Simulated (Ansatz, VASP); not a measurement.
One calculation of InSb, two programs

Contents of INCAR:

```
PREC = Accurate
ENCUT = 520
EDIFF = 1E-7
ISMEAR = -1
SIGMA = 0.03
LREAL = F
LASPH = T
NELM = 80
ALGO = Normal
ISIF = 2
LWAVE = F
LCHARG = F
GGA = PE
NBANDS = 16
```

File KPOINTS:

```
Automatic mesh
0
Gamma
  10 10 10
```

POSCAR

```
InSb
1.0
    0.0000000000      3.2391000000      3.1743180000
    3.2391000000      0.0000000000      3.1743180000
    3.2391000000      3.2391000000      0.0000000000
In Sb
1 1
Direct
    0.0000000000      0.0000000000      0.0000000000
    0.7500000000      0.7500000000      0.7500000000
```

Input for Ansatz:

```yaml
crystal:
  lattice:
    - [0.0, 3.2391, 3.174318]
    - [3.2391, 0.0, 3.174318]
    - [3.2391, 3.2391, 0.0]
  atoms:
    - { symbol: In, position: [0.0, 0.0, 0.0] }
    - { symbol: Sb, position: [0.75, 0.75, 0.75] }
kpoints:
  mp_grid: { grid: [10, 10, 10] }
  band_path:
    path:
      - [0.0, 0.0, 0.0]
      - [0.0, 0.5, 0.5]
      - [0.25, 0.75, 0.5]
      - [0.0, 0.5, 0.0]
      - [0.0, 0.0, 0.0]
      - [0.5, 0.5, 0.0]
      - [0.3801541025, 0.6198458975, 0.0]
      - [-0.3801541025, 0.3801541025, 0.0]
      - [0.0, 0.0, 0.0]
    npoints: 5
scf:
  occupations: { method: fermi_dirac, width: 0.03 }
hamiltonian:
  xc: pbe
  pseudopotentials: { kind: all_electron, lapw: { basis_error: 0.00025 } }
output:
  forces: true
  stress: true
  eigenvalues: true
```

Change from the starting cell: zz strain of -2 %.

Alike in both runs: task single point; functional PBE; k mesh 10 × 10 × 10; occupations fermi-dirac, width 0.03 eV; no spin polarisation.

```csv
,VASP,Ansatz
version,VASP 6.6.1,Ansatz 0.2.0
potentials or method,"VASP PAW PBE potentials, release 64 (In_d, Sb), cutoff 520 eV","all-electron LAPW, scalar-relativistic"
```

```tsv
	VASP	Ansatz	Ansatz less VASP
pressure (GPa)	4.2	4.2	+0.03
traceless stress, the component that is largest in VASP (GPa)	0.32	0.32	-0.002
```

Ansatz ran all-electron here, and VASP with PAW potentials.

Neither program's run includes spin-orbit coupling.
